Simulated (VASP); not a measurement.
# Tl (P6_3/mmc) in VASP: notebook

Tl is run at these levels: LDA; tasks: single point.

Program: VASP 6.6.1. These are calculated values, not measurements. Logs are shortened: lines on timing, memory, paths and dates and some standing lists are left out, and cuts for length are marked.

**1. The cell of the first run**

Symmetry: P6_3/mmc, No. 194, hexagonal system. The conventional cell has a = 3.267 Å, b = 3.267 Å, c = 5.243 Å, α = 90.00°, β = 90.00°, γ = 120.00°. Within 4.2 Å of Tl (site symmetry -6m2) lie 12 Tl at 3.23 to 3.27 Å.

**2. Single point, LDA**

The input, INCAR:

```
SYSTEM = Tl
PREC     = Accurate       ! precision mode
ENCUT    = 520            ! plane-wave cutoff, eV
EDIFF    = 1E-7           ! SCF threshold, eV
ISMEAR   = -1             ! smearing method
SIGMA    = 0.1            ! smearing width, eV
LREAL    = .False.        ! projectors in reciprocal space
LASPH    = .True.         ! aspherical terms in the spheres
NELM     = 80             ! most SCF steps
ALGO     = Normal         ! electronic algorithm
ISIF     = 2              ! what is computed and relaxed
LWAVE    = .False.        ! write WAVECAR
LCHARG   = .False.        ! write CHGCAR
NBANDS   = 20             ! bands
```

The input, KPOINTS:

```
Automatic mesh
0
Gamma
  16 16 10
  0 0 0
```

The input, POSCAR:

```
Tl
1.0
    3.2674893976      0.0000000000      0.0000000000
   -1.6337446988      2.8297288249      0.0000000000
    0.0000000000      0.0000000000      5.2430506584
Tl
2
Direct
    0.3333333333      0.6666666667      0.2500000000
    0.6666666667      0.3333333333      0.7500000000
```

Potentials or basis: VASP PAW LDA potentials, release 64 (Tl_d).

On the command line:

```console
$ cat potpaw_LDA.64/Tl_d/POTCAR > POTCAR
$ mpirun -np 1 vasp_std > vasp.out
```

OUTCAR:

```text
SYSTEM = Tl
   PREC = Accurate
   ENCUT = 520
   EDIFF = 1E-7
   ISMEAR = -1
   LREAL = .False.
   LASPH = .True.
   NELM = 80
   ISIF = 2

 ion  position               nearest neighbor table
   1  0.333  0.667  0.250-   2 3.23   2 3.23   2 3.23   2 3.23   2 3.23   2 3.23
   2  0.667  0.333  0.750-   1 3.23   1 3.23   1 3.23   1 3.23   1 3.23   1 3.23

  LATTYP: Found a hexagonal cell.
 ALAT       =     3.2674893976
 C/A-ratio  =     1.6046113760

  Lattice vectors:

 A1 = (   3.2674893976,   0.0000000000,   0.0000000000)
 A2 = (  -1.6337446988,   2.8297288249,   0.0000000000)
 A3 = (   0.0000000000,   0.0000000000,   5.2430506584)

Analysis of symmetry for initial positions (statically):
=====================================================================
 Subroutine PRICEL returns:
 Original cell was already a primitive cell.

 Routine SETGRP: Setting up the symmetry group for a
 hexagonal supercell.

 Subroutine GETGRP returns: Found 24 space group operations
 (whereof 12 operations were pure point group operations)
 out of a pool of 24 trial point group operations.

The static configuration has the point symmetry D_3d.
 The point group associated with its full space group is D_6h.

Analysis of symmetry for dynamics (positions and initial velocities):
=====================================================================
 Subroutine PRICEL returns:
 Original cell was already a primitive cell.

 Routine SETGRP: Setting up the symmetry group for a
 hexagonal supercell.

 Subroutine GETGRP returns: Found 24 space group operations
 (whereof 12 operations were pure point group operations)
 out of a pool of 24 trial point group operations.

The dynamic configuration has the point symmetry D_3d.
 The point group associated with its full space group is D_6h.

 Subroutine INISYM returns: Found 24 space group operations
 (whereof 12 operations are pure point group operations),
 and found     1 'primitive' translations

----------------------------------------------------------------------------------------

                                     Primitive cell

  volume of cell :      48.4778

  direct lattice vectors                    reciprocal lattice vectors
     3.267489398  0.000000000  0.000000000     0.306045369  0.176695376  0.000000000
    -1.633744699  2.829728825  0.000000000     0.000000000  0.353390753  0.000000000
     0.000000000  0.000000000  5.243050658     0.000000000  0.000000000  0.190728655

  length of vectors
     3.267489398  3.267489398  5.243050658     0.353390753  0.353390753  0.190728655

  position of ions in fractional coordinates (direct lattice)
     0.333333333  0.666666667  0.250000000
     0.666666667  0.333333333  0.750000000

  ion indices of the primitive-cell ions
   primitive index   ion index
                 1           1
                 2           2

----------------------------------------------------------------------------------------

 KPOINTS: Automatic mesh

Automatic generation of k-mesh.
 Grid dimensions read from file:
 generate k-points for:   16   16   10

 Generating k-lattice:

  Cartesian coordinates                     Fractional coordinates (reciprocal lattice)
     0.019127836  0.011043461  0.000000000     0.062500000  0.000000000  0.000000000
     0.000000000  0.022086922  0.000000000     0.000000000  0.062500000  0.000000000
     0.000000000  0.000000000  0.019072865     0.000000000  0.000000000  0.100000000

  Length of vectors
     0.022086922  0.022086922  0.019072865

  Shift w.r.t. Gamma in fractional coordinates (k-lattice)
     0.000000000  0.000000000  0.000000000

 Subroutine IBZKPT returns following result:
 ===========================================

 Found    180 irreducible k-points:

 Following reciprocal coordinates:
            Coordinates               Weight
  0.000000  0.000000  0.000000      1.000000
  0.062500  0.000000  0.000000      6.000000
  0.125000  0.000000  0.000000      6.000000
  0.187500  0.000000  0.000000      6.000000
  0.250000  0.000000  0.000000      6.000000
  0.312500  0.000000  0.000000      6.000000
[... 16 lines left out ...]
  0.187500  0.187500  0.000000      6.000000
  0.250000  0.187500  0.000000     12.000000
 [... further k-points ...]
   k-points           NKPTS =    180   k-points in BZ     NKDIM =    180   number of bands    NBANDS=     20
   number of dos      NEDOS =    301   number of ions     NIONS =      2
   total plane-waves  NPLWV =  23040
   dimension x,y,z NGX =    24 NGY =   24 NGZ =   40
   dimension x,y,z NGXF=    48 NGYF=   48 NGZF=   80
   ions per type =               2
   NGX,Y,Z   is equivalent  to a cutoff of  12.21, 12.21, 12.68 a.u.
   NGXF,Y,Z  is equivalent  to a cutoff of  24.42, 24.42, 25.37 a.u.
 SYSTEM =  Tl
   PREC   = accura    normal or accurate (medium, high low for compatibility)
   ISTART =      0    job   : 0-new  1-cont  2-samecut
   ICHARG =      2    charge: 1-file 2-atom 10-const
   ISPIN  =      1    spin polarized calculation?
   LNONCOLLINEAR =      F non collinear calculations
   LSORBIT =      F    spin-orbit coupling
   LASPH  =      T    aspherical Exc in radial PAW
   ENCUT  =  520.0 eV  38.22 Ry    6.18 a.u.   6.08  6.08  9.75*2*pi/ulx,y,z
   NELM   =     80;   NELMIN=  2; NELMDL= -5     # of ELM steps
   EDIFF  = 0.1E-06   stopping-criterion for ELM
   LREAL  =      F    real-space projection
   EDIFFG = 0.1E-05   stopping-criterion for IOM
   NSW    =      0    number of steps for IOM
   IBRION =     -1    ionic relax: 0-MD 1-quasi-New 2-CG
   NFREE  =      0    steps in history (QN), initial steepest desc. (CG)
   ISIF   =      2    stress and relaxation
   ISYM   =      2    0-nonsym 1-usesym 2-fastsym
   POTIM  = 0.5000    time-step for ionic-motion
   TEBEG  =    0.0;   TEEND  =   0.0 temperature during run
   PSTRESS=    0.0 pullay stress
   NELECT =      26.0000    total number of electrons
   NUPDOWN=      -1.0000    fix difference up-down
   EMIN   =  10.00;   EMAX   =-10.00  energy-range for DOS
   EFERMI =   0.00;   METHOD = LEGACY
   ISMEAR =    -1;   SIGMA  =   0.10  broadening in eV -4-tet -1-fermi 0-gaus
   EFERMI_NEDOS =   21; number of points for ismear=-14 and -15
   IALGO  =     38    algorithm
   IMIX   =      4    mixing-type and parameters
     AMIX     =   0.40;   BMIX     =  1.00
     AMIX_MAG =   1.60;   BMIX_MAG =  1.00
  volume/ion in A,a.u.               =      24.24       163.57
  Fermi-wavevector in a.u.,A,eV,Ry     =   1.330102  2.513528 24.071035  1.769171
  Thomas-Fermi vector in A             =   2.459214
   LORBIT       =      0    0 simple, 1 ext, 2 COOP (PROOUT), +10 PAW based schemes
   GGA     = CA    functional components
   LHFCALC =     F    Hartree Fock is set to
   AEXX    =    0.0000 exact exchange contribution
   IVDW    =     0    specifies the selected vdW correction
   LEPSILON=     F    determine dielectric tensor
   LRPA    =     F    only Hartree local field effects (RPA)
 non-spin polarized calculation
  energy-cutoff  :      520.00
  volume of cell :       48.48
 maximum number of plane-waves:      1326
   NGX = 13   NGY = 13   NGZ = 19

 number of electron      26.0000004 magnetization

 Free energy of the ion-electron system (eV)
  ---------------------------------------------------
  ext. energy  EPLUGINS =         0.00000000
  ---------------------------------------------------
  free energy    TOTEN  =        -5.75778134 eV

  energy without entropy =       -5.73438005  energy(sigma->0) =       -5.74608070

 E-fermi :   8.2601     XC(G=0): -11.3470

 val. band max:        8.2593537052   @ k =   0.2500   0.1875   0.0000
 cond. band min:       8.2727400361   @ k =   0.1875   0.1250   0.2000
 fundamental gap:      0.0133863309
 Fermi energy:         8.2600942187

 k-point     1 :       0.0000    0.0000    0.0000
  band No.  band energies     occupation
      1      -4.0429      2.00000
      2      -3.6084      2.00000
      3      -3.5741      2.00000
      4      -3.5741      2.00000
      5      -3.4891      2.00000
      6      -3.4891      2.00000
[... 12 lines left out ...]
     19      19.9579      0.00000
     20      20.1775      0.00000

 k-point     2 :       0.0625    0.0000    0.0000
  band No.  band energies     occupation
      1      -4.0182      2.00000
      2      -3.6411      2.00000
      3      -3.5486      2.00000
      4      -3.5392      2.00000
      5      -3.4943      2.00000
      6      -3.4656      2.00000
[... 12 lines left out ...]
     19      20.2797      0.00000
     20      20.4287      0.00000

 k-point     3 :       0.1250    0.0000    0.0000
  band No.  band energies     occupation
      1      -3.9618      2.00000
      2      -3.6824      2.00000
      3      -3.5224      2.00000
      4      -3.4755      2.00000
      5      -3.4734      2.00000
      6      -3.4480      2.00000
[... 12 lines left out ...]
     19      20.5044      0.00000
     20      20.7561      0.00000

 k-point     4 :       0.1875    0.0000    0.0000
  band No.  band energies     occupation
      1      -3.9345      2.00000
      2      -3.6929      2.00000
      3      -3.5472      2.00000
      4      -3.5293      2.00000
      5      -3.4760      2.00000
      6      -3.3943      2.00000
[... 12 lines left out ...]
     19      20.1631      0.00000
     20      20.6277      0.00000

 k-point     5 :       0.2500    0.0000    0.0000
  band No.  band energies     occupation
      1      -3.9751      2.00000
      2      -3.7081      2.00000
      3      -3.6364      2.00000
      4      -3.5271      2.00000
      5      -3.5130      2.00000
      6      -3.2927      2.00000
[... 12 lines left out ...]
     19      19.4069      0.00000
     20      19.8624      0.00000
[... 353 lines left out ...]
      6      -3.3246      2.00000
[... 12 lines left out ...]
     19      17.3482      0.00000
     20      19.4705      0.00000

 k-point    22 :       0.4375    0.1250    0.0000
  band No.  band energies     occupation
      1      -4.0493      2.00000
      2      -3.9536      2.00000
      3      -3.7696      2.00000
      4      -3.6263      2.00000
      5      -3.3641      2.00000
      6      -3.3065      2.00000
[... 12 lines left out ...]
     19      17.2715      0.00000
     20      19.4331      0.00000

 k-point    23 :       0.1875    0.1875    0.0000
  band No.  band energies     occupation
      1      -3.8099      2.00000
      2      -3.8097      2.00000
      3      -3.7656      2.00000
      4      -3.5900      2.00000
      5      -3.4086      2.00000
      6      -3.2638      2.00000
[... 12 lines left out ...]
     19      17.5110      0.00000
     20      21.1831      0.00000

 k-point    24 :       0.2500    0.1875    0.0000
  band No.  band energies     occupation
      1      -3.8623      2.00000
      2      -3.8584      2.00000
      3      -3.7459      2.00000
      4      -3.6045      2.00000
      5      -3.3664      2.00000
      6      -3.3064      2.00000
[... 12 lines left out ...]
     19      16.8881      0.00000
     20      21.3742      0.00000

 [... further k-points ...]

------------------------ aborting loop because EDIFF is reached ----------------------------------------

  FORCE on cell =-STRESS in cart. coord.  units (eV):
  Direction    XX          YY          ZZ          XY          YZ          ZX
  --------------------------------------------------------------------------------------
  -------------------------------------------------------------------------------------
  Total        2.1565214      2.1565214      2.1807543      0.0000000     -0.0000000      0.0000000
  in kB       71.2723853     71.2723853     72.0732762      0.0000000     -0.0000000      0.0000000
  external PRESSURE =      71.5393490 kB  Pullay stress =       0.0000000 kB

 VOLUME and BASIS-vectors are now :
 -----------------------------------------------------------------------------
  energy-cutoff  :      520.00
  volume of cell :       48.48
      direct lattice vectors                 reciprocal lattice vectors
     3.267489398  0.000000000  0.000000000     0.306045369  0.176695376  0.000000000
    -1.633744699  2.829728825  0.000000000     0.000000000  0.353390753  0.000000000
     0.000000000  0.000000000  5.243050658     0.000000000  0.000000000  0.190728655

 POSITION                                       TOTAL-FORCE (eV/Angst)
 -----------------------------------------------------------------------------------
     -0.00000      1.88649      1.31076         0.000000     -0.000000      0.000000
      1.63374      0.94324      3.93229         0.000000      0.000000      0.000000
 -----------------------------------------------------------------------------------
    total drift:                               -0.000000      0.000000      0.000000

  FREE ENERGIE OF THE ION-ELECTRON SYSTEM (eV)
  ---------------------------------------------------
  free  energy   TOTEN  =        -5.7577813397 eV

  energy  without entropy=       -5.7343800535  energy(sigma->0) =       -5.74608070
```

Run time: 72 s. Hardware: 1 thread of Oxide Virtual Turin-like, shared host; peak memory 0.21 GiB.

Results:

* Free energy: -5.7578 eV
* Pressure: 7.2 GPa
* Band gap on the k mesh: zero (bands 13 and 14 overlap by 7.00 eV)

Stress tensor (GPa, compression positive):
```
7.13 0.00 0.00
0.00 7.13 0.00
0.00 0.00 7.21
```

Levels at points of the mesh, in eV from the Fermi level:
| k point | band 9 | band 10 | band 11 | band 12 | band 13 | band 14 | band 15 | band 16 | band 17 | band 18 |
| --- | --- | --- | --- | --- | --- | --- | --- | --- | --- | --- |
| (0.00, 0.00, 0.00) | -11.36 | -11.15 | -11.15 | -5.10 | -3.65 | 9.08 | 9.08 | 10.60 | 11.54 | 11.54 |
| (0.50, 0.00, 0.00) | -11.07 | -11.06 | -5.98 | -5.08 | -0.46 | 0.39 | 1.30 | 4.11 | 4.20 | 9.18 |
| (0.00, 0.00, 0.50) | -11.31 | -11.31 | -9.64 | -9.64 | 3.84 | 3.84 | 10.16 | 10.16 | 10.16 | 10.16 |
| (0.50, 0.00, 0.50) | -11.08 | -11.08 | -4.66 | -4.66 | -2.91 | -2.91 | 6.14 | 6.14 | 6.92 | 6.92 |

Caveat: the cell stands under pressure; spin-orbit coupling is left out, which moves the levels of the heavy elements.

**3. Single point, LDA**

This run uses another cell than the first one, of 25.29 Å³/atom.

The input, INCAR:

```
SYSTEM = Tl
PREC     = Accurate       ! precision mode
ENCUT    = 520            ! plane-wave cutoff, eV
EDIFF    = 1E-6           ! SCF threshold, eV
ISMEAR   = -1             ! smearing method
SIGMA    = 0.1            ! smearing width, eV
LREAL    = .FALSE.        ! projectors in reciprocal space
LASPH    = .TRUE.         ! aspherical terms in the spheres
NELM     = 80             ! most SCF steps
ALGO     = Normal         ! electronic algorithm
ISIF     = 2              ! what is computed and relaxed
LWAVE    = .FALSE.        ! write WAVECAR
LCHARG   = .FALSE.        ! write CHGCAR
NBANDS   = 20             ! bands
```

The input, KPOINTS:

```
regular mesh
0
G
  16 16 10
  0 0 0
```

The input, POSCAR:

```
Tl
1.0
    3.3179526097      0.0000000000      0.0000000000
   -1.6589763048      2.8734312486      0.0000000000
    0.0000000000      0.0000000000      5.3057948224
Tl
2
Direct
    0.3333333333      0.6666666667      0.2500000000
    0.6666666667      0.3333333333      0.7500000000
```

Potentials or basis: VASP PAW LDA potentials, release 64 (Tl_d).

On the command line:

```console
$ cat potpaw_LDA.64/Tl_d/POTCAR > POTCAR
$ mpirun -np 1 vasp_std > vasp.out
```

It took 90 s on 1 thread of Oxide Virtual Turin-like, shared host; peak memory 0.23 GiB.

It converged, with:

- Free energy: -5.8325 eV
- Pressure: 4.2 GPa
- Band gap on the k mesh: zero (bands 13 and 14 overlap by 6.70 eV)

Levels at points of the mesh, in eV from the Fermi level:
```tsv
k point	band 10	band 11	band 12	band 13	band 14	band 15	band 16	band 17
(0.00, 0.00, 0.00)	-11.11	-11.00	-5.08	-3.42	8.74	8.74	10.53	11.11
(0.50, 0.00, 0.00)	-11.04	-5.94	-4.97	-0.53	0.44	1.31	4.02	4.11
(0.00, 0.00, 0.50)	-11.26	-9.35	-9.35	3.75	3.75	9.81	9.81	9.81
(0.50, 0.00, 0.50)	-11.06	-4.69	-4.69	-2.74	-2.74	5.96	5.96	6.73
```

Caveat: the cell stands under pressure; spin-orbit coupling is left out, which moves the levels of the heavy elements.

(Continued in part 2 of 2.)

The gap in the log of VASP goes by the Fermi energy; the results here count the filled bands.